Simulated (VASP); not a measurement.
# AlN (wurtzite type) (P6_3/mmc) in VASP: single point with PBE

Aim: the single point of AlN (wurtzite type) with PBE.

Program: VASP 6.6.1. These are calculated values, not measurements. Logs are shortened: lines on timing, memory, paths and dates and some standing lists are left out, and cuts for length are marked.

### 1 The cell of the first run

The structure is hexagonal, space group P6_3/mmc (No. 194). The conventional cell has a = 2.803 Å, b = 2.803 Å, c = 3.442 Å, α = 90.00°, β = 90.00°, γ = 120.00°. Al (site symmetry -6m2) has 5 N at 1.62 to 1.72 Å within 2.2 Å. N (site symmetry -6m2) has 5 Al at 1.62 to 1.72 Å within 2.2 Å.

### 2 Single point, PBE (5.85 Å³/atom)

POSCAR

```
AlN
1.0
    2.8030977793      0.0000000000      0.0000000000
   -1.4015488896      2.4275538862      0.0000000000
    0.0000000000      0.0000000000      3.4415996048
Al N
2 2
Direct
    0.3333333333      0.6666666667     -0.0620002097
    0.6666666667      0.3333333333      0.4379997903
    0.3333333333      0.6666666667      0.4380002097
    0.6666666667      0.3333333333      0.9380002097
```

INCAR.step1

```
PREC = Accurate
ENCUT = 520
EDIFF = 1E-7
ISMEAR = -1
SIGMA = 0.05
LREAL = False
LASPH = True
NELM = 60
ALGO = Normal
ISIF = 2
LWAVE = False
LCHARG = True
GGA = PE
NBANDS = 16
```

KPOINTS.step1

```
Automatic mesh
0
Gamma
  13 13 7
```

INCAR.step2

```
PREC = Accurate
ENCUT = 520
EDIFF = 1E-7
ISMEAR = -5
SIGMA = 0.05
LREAL = False
LASPH = True
NELM = 60
ALGO = Normal
ISIF = 2
LWAVE = False
LCHARG = False
GGA = PE
LORBIT = 11
NBANDS = 16
NEDOS = 2001
ICHARG = 11
```

KPOINTS.step2

```
Automatic mesh
0
Gamma
  20 20 11
```

Potentials or basis: VASP PAW PBE potentials, release 64 (Al, N).

Started as:

```bash
$ cat potpaw_PBE.64/Al/POTCAR potpaw_PBE.64/N/POTCAR > POTCAR
$ cp INCAR.step1 INCAR
$ cp KPOINTS.step1 KPOINTS
$ mpirun -np 1 vasp_std > vasp.out
$ cp INCAR.step2 INCAR
$ cp KPOINTS.step2 KPOINTS
$ mpirun -np 1 vasp_std > vasp.out
```

OUTCAR:

```text
PREC = Accurate
   ENCUT = 520
   EDIFF = 1E-7
   ISMEAR = -5
   LREAL = False
   LASPH = True
   NELM = 60
   ISIF = 2
   GGA = PE
   LORBIT = 11
   ICHARG = 11

 ion  position               nearest neighbor table
   1  0.333  0.667  0.938-   4 1.62   4 1.62   4 1.62   3 1.72   3 1.72   2 2.36   2 2.36   2 2.36
                             2 2.36   2 2.36   2 2.36
   2  0.667  0.333  0.438-   3 1.62   3 1.62   3 1.62   4 1.72   4 1.72   1 2.36   1 2.36   1 2.36
                             1 2.36   1 2.36   1 2.36
   3  0.333  0.667  0.438-   2 1.62   2 1.62   2 1.62   1 1.72   1 1.72
   4  0.667  0.333  0.938-   1 1.62   1 1.62   1 1.62   2 1.72   2 1.72

  LATTYP: Found a hexagonal cell.
 ALAT       =     2.8030977793
 C/A-ratio  =     1.2277843571

  Lattice vectors:

 A1 = (   2.8030977793,   0.0000000000,   0.0000000000)
 A2 = (  -1.4015488896,   2.4275538862,   0.0000000000)
 A3 = (   0.0000000000,   0.0000000000,   3.4415996048)

Analysis of symmetry for initial positions (statically):
=====================================================================
 Subroutine PRICEL returns:
 Original cell was already a primitive cell.

 Routine SETGRP: Setting up the symmetry group for a
 hexagonal supercell.

 Subroutine GETGRP returns: Found 24 space group operations
 (whereof  6 operations were pure point group operations)
 out of a pool of 24 trial point group operations.

The static configuration has the point symmetry C_3v.
 The point group associated with its full space group is D_6h.

Analysis of symmetry for dynamics (positions and initial velocities):
=====================================================================
 Subroutine PRICEL returns:
 Original cell was already a primitive cell.

 Routine SETGRP: Setting up the symmetry group for a
 hexagonal supercell.

 Subroutine GETGRP returns: Found 24 space group operations
 (whereof  6 operations were pure point group operations)
 out of a pool of 24 trial point group operations.

The dynamic configuration has the point symmetry C_3v.
 The point group associated with its full space group is D_6h.

 Subroutine INISYM returns: Found 24 space group operations
 (whereof  6 operations are pure point group operations),
 and found     1 'primitive' translations

----------------------------------------------------------------------------------------

                                     Primitive cell

  volume of cell :      23.4190

  direct lattice vectors                    reciprocal lattice vectors
     2.803097779  0.000000000  0.000000000     0.356748169  0.205968651  0.000000000
    -1.401548890  2.427553886  0.000000000     0.000000000  0.411937303  0.000000000
     0.000000000  0.000000000  3.441599605     0.000000000  0.000000000  0.290562562

  length of vectors
     2.803097779  2.803097779  3.441599605     0.411937303  0.411937303  0.290562562

  position of ions in fractional coordinates (direct lattice)
     0.333333333  0.666666667  0.937999790
     0.666666667  0.333333333  0.437999790
     0.333333333  0.666666667  0.438000210
     0.666666667  0.333333333  0.938000210

  ion indices of the primitive-cell ions
   primitive index   ion index
                 1           1
                 2           2
                 3           3
                 4           4

----------------------------------------------------------------------------------------

 KPOINTS: Automatic mesh

Automatic generation of k-mesh.
 Grid dimensions read from file:
 generate k-points for:   20   20   11

 Generating k-lattice:

  Cartesian coordinates                     Fractional coordinates (reciprocal lattice)
     0.017837408  0.010298433  0.000000000     0.050000000 -0.000000000  0.000000000
     0.000000000  0.020596865  0.000000000     0.000000000  0.050000000  0.000000000
     0.000000000  0.000000000  0.026414778     0.000000000  0.000000000  0.090909091

  Length of vectors
     0.020596865  0.020596865  0.026414778

  Shift w.r.t. Gamma in fractional coordinates (k-lattice)
     0.000000000  0.000000000  0.000000000

 TETIRR: Found   4310 inequivalent tetrahedra from    26400

 Subroutine IBZKPT returns following result:
 ===========================================

 Found    264 irreducible k-points:

 Following reciprocal coordinates:
            Coordinates               Weight
  0.000000  0.000000  0.000000      1.000000
  0.050000 -0.000000  0.000000      6.000000
  0.100000  0.000000  0.000000      6.000000
  0.150000 -0.000000  0.000000      6.000000
  0.200000  0.000000  0.000000      6.000000
  0.250000 -0.000000  0.000000      6.000000
[... 16 lines left out ...]
  0.200000  0.100000  0.000000     12.000000
  0.250000  0.100000  0.000000     12.000000
 [... further k-points ...]
   k-points           NKPTS =    264   k-points in BZ     NKDIM =    264   number of bands    NBANDS=     16
   number of dos      NEDOS =   2001   number of ions     NIONS =      4
   total plane-waves  NPLWV =  16128
   dimension x,y,z NGX =    24 NGY =   24 NGZ =   28
   dimension x,y,z NGXF=    48 NGYF=   48 NGZF=   56
   ions per type =               2   2
   NGX,Y,Z   is equivalent  to a cutoff of  14.23, 14.23, 13.53 a.u.
   NGXF,Y,Z  is equivalent  to a cutoff of  28.47, 28.47, 27.05 a.u.
 SYSTEM =  unknown system
   PREC   = accura    normal or accurate (medium, high low for compatibility)
   ISTART =      0    job   : 0-new  1-cont  2-samecut
   ICHARG =     11    charge: 1-file 2-atom 10-const
   ISPIN  =      1    spin polarized calculation?
   LNONCOLLINEAR =      F non collinear calculations
   LSORBIT =      F    spin-orbit coupling
   LASPH  =      T    aspherical Exc in radial PAW
   ENCUT  =  520.0 eV  38.22 Ry    6.18 a.u.   5.21  5.21  6.40*2*pi/ulx,y,z
   NELM   =     60;   NELMIN=  2; NELMDL=  0     # of ELM steps
   EDIFF  = 0.1E-06   stopping-criterion for ELM
   LREAL  =      F    real-space projection
   EDIFFG = 0.1E-05   stopping-criterion for IOM
   NSW    =      0    number of steps for IOM
   IBRION =     -1    ionic relax: 0-MD 1-quasi-New 2-CG
   NFREE  =      0    steps in history (QN), initial steepest desc. (CG)
   ISIF   =      2    stress and relaxation
   ISYM   =      2    0-nonsym 1-usesym 2-fastsym
   POTIM  = 0.5000    time-step for ionic-motion
   TEBEG  =    0.0;   TEEND  =   0.0 temperature during run
   PSTRESS=    0.0 pullay stress
   NELECT =      16.0000    total number of electrons
   NUPDOWN=      -1.0000    fix difference up-down
   EMIN   =  10.00;   EMAX   =-10.00  energy-range for DOS
   EFERMI =   0.00;   METHOD = LEGACY
   ISMEAR =    -5;   SIGMA  =   0.05  broadening in eV -4-tet -1-fermi 0-gaus
   EFERMI_NEDOS =   21; number of points for ismear=-14 and -15
   IALGO  =     38    algorithm
   IMIX   =      4    mixing-type and parameters
     AMIX     =   0.40;   BMIX     =  1.00
     AMIX_MAG =   1.60;   BMIX_MAG =  1.00
  volume/ion in A,a.u.               =       5.85        39.51
  Fermi-wavevector in a.u.,A,eV,Ry     =   1.441869  2.724736 28.286307  2.078985
  Thomas-Fermi vector in A             =   2.560453
   LORBIT       =     11    0 simple, 1 ext, 2 COOP (PROOUT), +10 PAW based schemes
   GGA     = PE    functional components
   LHFCALC =     F    Hartree Fock is set to
   AEXX    =    0.0000 exact exchange contribution
   IVDW    =     0    specifies the selected vdW correction
   LEPSILON=     F    determine dielectric tensor
   LRPA    =     F    only Hartree local field effects (RPA)
 non-spin polarized calculation
 Fermi weights with tetrahedron method with Bloechl corrections
  energy-cutoff  :      520.00
  volume of cell :       23.42
 maximum number of plane-waves:       656
 NGX is ok and might be reduce to    24

 number of electron      16.0000000 magnetization

 Free energy of the ion-electron system (eV)
  ---------------------------------------------------
  ext. energy  EPLUGINS =         0.00000000
  ---------------------------------------------------
  free energy    TOTEN  =       -19.24392976 eV

  energy without entropy =      -19.24392976  energy(sigma->0) =      -19.24392976

 E-fermi :  15.4475     XC(G=0): -13.7355

 val. band max:       15.4254722518   @ k =   0.0000   0.0000   0.0000
 cond. band min:      19.5199490542   @ k =   0.3500   0.3000   0.0000
 fundamental gap:      4.0944768024
 Fermi energy:        15.4474846224

 k-point     1 :       0.0000    0.0000    0.0000
  band No.  band energies     occupation
      1      -6.3424      2.00000
      2       0.5944      2.00000
      3       4.9593      2.00000
      4      10.1994      2.00000
      5      10.1995      2.00000
      6      12.4346      2.00000
[... 8 lines left out ...]
     15      31.8990      0.00000
     16      31.8998      0.00000

 k-point     2 :       0.0500   -0.0000    0.0000
  band No.  band energies     occupation
      1      -6.2952      2.00000
      2       0.5948      2.00000
      3       5.0016      2.00000
      4      10.0673      2.00000
      5      10.1281      2.00000
      6      12.3417      2.00000
[... 8 lines left out ...]
     15      31.5868      0.00000
     16      31.7895      0.00000

 k-point     3 :       0.1000    0.0000    0.0000
  band No.  band energies     occupation
      1      -6.1540      2.00000
      2       0.5913      2.00000
      3       5.1281      2.00000
      4       9.6923      2.00000
      5       9.9419      2.00000
      6      12.0964      2.00000
[... 8 lines left out ...]
     15      31.1674      0.00000
     16      31.4957      0.00000

 k-point     4 :       0.1500   -0.0000    0.0000
  band No.  band energies     occupation
      1      -5.9214      2.00000
      2       0.5709      2.00000
      3       5.3373      2.00000
      4       9.1366      2.00000
      5       9.6949      2.00000
      6      11.7670      2.00000
[... 8 lines left out ...]
     15      31.1040      0.00000
     16      31.3339      0.00000

 k-point     5 :       0.2000    0.0000    0.0000
  band No.  band energies     occupation
      1      -5.6024      2.00000
      2       0.5118      2.00000
      3       5.6265      2.00000
      4       8.4898      2.00000
      5       9.4309      2.00000
      6      11.4114      2.00000
[... 8 lines left out ...]
     15      30.7174      0.00000
     16      31.8843      0.00000

 k-point     6 :       0.2500   -0.0000    0.0000
  band No.  band energies     occupation
      1      -5.2039      2.00000
      2       0.3861      2.00000
      3       5.9910      2.00000
      4       7.8438      2.00000
      5       9.1787      2.00000
      6      11.0670      2.00000
[... 8 lines left out ...]
     15      30.4602      0.00000
     16      32.6346      0.00000
[... 267 lines left out ...]
 k-point    21 :       0.1000    0.1000    0.0000
  band No.  band energies     occupation
      1      -5.7836      2.00000
      2       0.5518      2.00000
      3       5.4620      2.00000
      4       9.1439      2.00000
      5       9.1626      2.00000
      6      11.8378      2.00000
[... 8 lines left out ...]
     15      30.9954      0.00000
     16      31.0783      0.00000

 k-point    22 :       0.1500    0.1000    0.0000
  band No.  band energies     occupation
      1      -5.4676      2.00000
      2       0.4824      2.00000
      3       5.7495      2.00000
      4       8.4715      2.00000
      5       8.9251      2.00000
      6      11.6606      2.00000
[... 8 lines left out ...]
     15      30.7977      0.00000
     16      31.4286      0.00000

 k-point    23 :       0.2000    0.1000    0.0000
  band No.  band energies     occupation
      1      -5.0731      2.00000
      2       0.3492      2.00000
      3       6.1118      2.00000
      4       7.7712      2.00000
      5       8.7529      2.00000
      6      11.4075      2.00000
[... 8 lines left out ...]
     15      30.8801      0.00000
     16      32.0988      0.00000

 k-point    24 :       0.2500    0.1000    0.0000
  band No.  band energies     occupation
      1      -4.6115      2.00000
      2       0.1294      2.00000
      3       6.5406      2.00000
      4       7.1324      2.00000
      5       8.6556      2.00000
      6      11.1071      2.00000
[... 8 lines left out ...]
     15      31.4120      0.00000
     16      32.9448      0.00000

 [... further k-points ...]
[... 5 lines left out ...]
  --------------------------------------------------------------------------------------
  -------------------------------------------------------------------------------------
  Total       44.3597744     44.3597744     44.4133525      0.0000000     -0.0000000     -0.0000000
  in kB     3034.8165347   3034.8165347   3038.4820142      0.0000001     -0.0000000     -0.0000000
  external PRESSURE =    3036.0383612 kB  Pullay stress =       0.0000000 kB

 VOLUME and BASIS-vectors are now :
 -----------------------------------------------------------------------------
  energy-cutoff  :      520.00
  volume of cell :       23.42
      direct lattice vectors                 reciprocal lattice vectors
     2.803097779  0.000000000  0.000000000     0.356748169  0.205968651  0.000000000
    -1.401548890  2.427553886  0.000000000     0.000000000  0.411937303  0.000000000
     0.000000000  0.000000000  3.441599605     0.000000000  0.000000000  0.290562562

 POSITION                                       TOTAL-FORCE (eV/Angst)
 -----------------------------------------------------------------------------------
     -0.00000      1.61837      3.22822         0.000000     -0.000000     -0.000000
      1.40155      0.80918      1.50742         0.000000     -0.000000      0.000000
     -0.00000      1.61837      1.50742        -0.000000      0.000000      0.000000
      1.40155      0.80918      3.22822         0.000000     -0.000000     -0.000000
 -----------------------------------------------------------------------------------
    total drift:                               -0.000000      0.000000     -0.001744

  FREE ENERGIE OF THE ION-ELECTRON SYSTEM (eV)
  ---------------------------------------------------
  free  energy   TOTEN  =       -19.2439297648 eV

  energy  without entropy=      -19.2439297648  energy(sigma->0) =      -19.24392976

 total charge

# of ion       s       p       d       tot
------------------------------------------
    1        0.470   0.808   0.000   1.277
    2        0.470   0.808   0.000   1.277
    3        1.312   3.121   0.000   4.433
    4        1.312   3.121   0.000   4.433
--------------------------------------------------
tot          3.564   7.856   0.000  11.420
```

Wall time 2.8 min (1 thread of Intel Xeon 8259CL, shared host); peak memory 0.2 GiB.

What came out:

```
Valence electrons inside the program's atomic spheres : Al 1.28; N 4.43
```
